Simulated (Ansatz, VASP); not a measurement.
**FeSb in VASP and in Ansatz**

```
Fe Sb
1.0
     4.31439    0.00000    0.00000
    -2.15720    3.73637    0.00000
     0.00000    0.00000    5.45144
Fe Sb
2 2
Direct
  0.00000 0.00000 0.00000
  0.00000 0.00000 0.50000
  0.33333 0.66667 0.25000
  0.66667 0.33333 0.75000
```

Change from the starting cell: volume scaled by 1.2, PAW files.

Alike in both runs: task single point; functional LDA; k mesh 8 × 8 × 6; occupations fermi-dirac, width 0.1 eV; collinear spin.

|  | VASP | Ansatz |
| --- | --- | --- |
| version | VASP 6.6.1 | Ansatz 0.2.0 |
| potentials or method | VASP PAW LDA potentials, release 64 (Fe, Sb) | PAW with Ansatz's default frozen-core files, scalar-relativistic |
| plane-wave cutoff (eV) | 520 | 420 |
| valence electrons in the cell | 26 | 62 |

VASP gave:

| Property | Result |
| --- | --- |
| pressure (GPa) | -17.7 |
| traceless stress, the component that is largest in VASP (GPa) | -0.74 |
| net moment per atom (μB) | 1.14 |
| size of the moment on the site where the two differ most (μB) | 2.35 |

What did Ansatz give for the same quantities?

Pressure (GPa): -17.0; traceless stress, the component that is largest in VASP (GPa): -0.88; net moment per atom (μB): 1.20; size of the moment on the site where the two differ most (μB): 2.48.

LDA's correlation is that of Perdew and Zunger in VASP and of Perdew and Wang (1992) in Ansatz. Site moments also hang on the region over which each program counts them. VASP's potentials hold 26 valence electrons a cell and Ansatz's 62, so a difference there can come from the potentials and not from the codes.

Neither program's run includes spin-orbit coupling.
